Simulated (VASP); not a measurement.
Wanted: the native input for a VASP 6.6.1 run.

```
Task                   : single point
Functional             : BLYP
Potentials or basis    : VASP PAW PBE potentials, release 64 (Hf_pv)
Cutoff                 : 520 eV
k mesh                 : 18 × 18 × 10
Occupations            : fermi-dirac, width 0.1 eV
Spin                   : no spin polarisation
Dipole correction      : no
Further INCAR settings : ALGO = Normal; EDIFF = 1e-06; NBANDS = 17
```

The structure of Hf lies in POSCAR:

```
Hf
1.0
    3.2322797444      0.0000000000      0.0000000000
   -1.6161398722      2.7992363708      0.0000000000
    0.0000000000      0.0000000000      5.1149553802
Hf
2
Direct
    0.3333333333      0.6666666667      0.2500000000
    0.6666666667      0.3333333333      0.7500000000
```

The input as run:

INCAR

```
SYSTEM = Hf
PREC     = Accurate       ! precision mode
ENCUT    = 520            ! plane-wave cutoff, eV
EDIFF    = 1E-6           ! SCF threshold, eV
ISMEAR   = -1             ! smearing method
SIGMA    = 0.1            ! smearing width, eV
LREAL    = .False.        ! projectors in reciprocal space
LASPH    = .True.         ! aspherical terms in the spheres
NELM     = 100            ! most SCF steps
ALGO     = Normal         ! electronic algorithm
ISIF     = 2              ! what is computed and relaxed
LWAVE    = .False.        ! write WAVECAR
LCHARG   = .False.        ! write CHGCAR
GGA      = B5             ! functional
ALDAX    = 1.0          
AGGAX    = 1.0          
AGGAC    = 1.0          
ALDAC    = 0.0          
NBANDS   = 17             ! bands
```

KPOINTS

```
regular mesh
0
Gamma
  18 18 10
  0 0 0
```

Potentials or basis: VASP PAW PBE potentials, release 64 (Hf_pv).

Command:

```console
$ cat potpaw_PBE.64/Hf_pv/POTCAR > POTCAR
$ mpirun -np 1 vasp_std > vasp.out
```

Results of the run:

```json
{"Pressure": "0.0 GPa", "Band gap on the k mesh": "zero (band 10 reaches 6.28 eV, above the bottom of band 11 at 4.79 eV)"}
```

Caveat: the PAW data sets were made with another functional, which shifts forces and pressure a little; spin-orbit coupling is left out, which moves the levels of the heavy elements.

It took 5.8 min on 1 thread of AMD EPYC 7R13, on a shared host, peak memory 0.24 GiB.
